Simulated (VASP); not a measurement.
Set up this calculation in VASP 6.6.1, as the native input.

| Property | Result |
| --- | --- |
| Task | single point |
| Functional | r2SCAN |
| Potentials or basis | VASP PAW PBE potentials, release 64 (Cs_sv, O, V_sv) |
| Cutoff | 520 eV |
| k mesh | 7 × 7 × 7 |
| Occupations | fermi-dirac, width 0.1153 eV |
| Spin | no spin polarisation |
| Dipole correction | no |
| Further INCAR settings | ALGO = Normal; EDIFF = 1e-06; NBANDS = 30 |

Crystal: Cs2VO2.

```
CELL_PARAMETERS angstrom
0.00000 4.13700 0.00000
4.13700 0.00000 0.00000
2.06850 2.06850 -7.71669
ATOMIC_POSITIONS crystal
Cs 0.33953 0.33953 0.32095
Cs 0.66047 0.66047 0.67905
O 0.11323 0.11323 0.77353
O 0.88677 0.88677 0.22647
V 0.00000 0.00000 0.00000
```

These files were run (other wordings do the same):

POSCAR

```
Cs2VO2
1.0
    0.0000000000      4.1369957871      0.0000000000
    4.1369957871      0.0000000000      0.0000000000
    2.0684978935      2.0684978935     -7.7166874300
Cs O V
2 2 1
Direct
    0.3395271895      0.3395271895      0.3209456209
    0.6604728105      0.6604728105      0.6790543791
    0.1132343246      0.1132343246      0.7735313509
    0.8867656754      0.8867656754      0.2264686491
    0.0000000000      0.0000000000      0.0000000000
```

INCAR.step1

```
PREC = Accurate ; ENCUT = 520
ISMEAR = -1 ; SIGMA = 0.1153
LREAL = F ; LASPH = T
NELM = 100 ; NBANDS = 30
GGA = PE ; ALGO = Normal
EDIFF = 1E-4 ; LWAVE = T
LCHARG = F
```

INCAR.step2

```
PREC = Accurate ; ENCUT = 520
EDIFF = 1E-6 ; ISMEAR = -1
SIGMA = 0.1153 ; LREAL = F
LASPH = T ; NELM = 100
ALGO = Normal ; ISIF = 2
LWAVE = F ; LCHARG = F
METAGGA = R2SCAN ; LMIXTAU = T
NBANDS = 30 ; ISTART = 1
```

KPOINTS

```
regular mesh
0
Gamma
  7 7 7
```

Potentials or basis: VASP PAW PBE potentials, release 64 (Cs_sv, O, V_sv).

Run with:

```console
$ cat potpaw_PBE.64/Cs_sv/POTCAR potpaw_PBE.64/O/POTCAR potpaw_PBE.64/V_sv/POTCAR > POTCAR
$ cp INCAR.step1 INCAR
$ mpirun -np 1 vasp_std > vasp.out
$ cp INCAR.step2 INCAR
$ mpirun -np 1 vasp_std > vasp.out
```

It gave:

```
Pressure      : 0.3 GPa
Largest force : 0.181 eV/Å
```

Caveat: the PAW data sets were made with another functional, which shifts forces and pressure a little; an odd number of electrons without spin polarisation forces a metal; a magnetic or distorted state may lie lower; the run has no spin polarisation, though such a crystal can be magnetic.

It took 9.5 min on 1 thread of AMD EPYC 9R45 96-Core Processor (Zen 5) (shared host), peak memory 0.33 GiB.
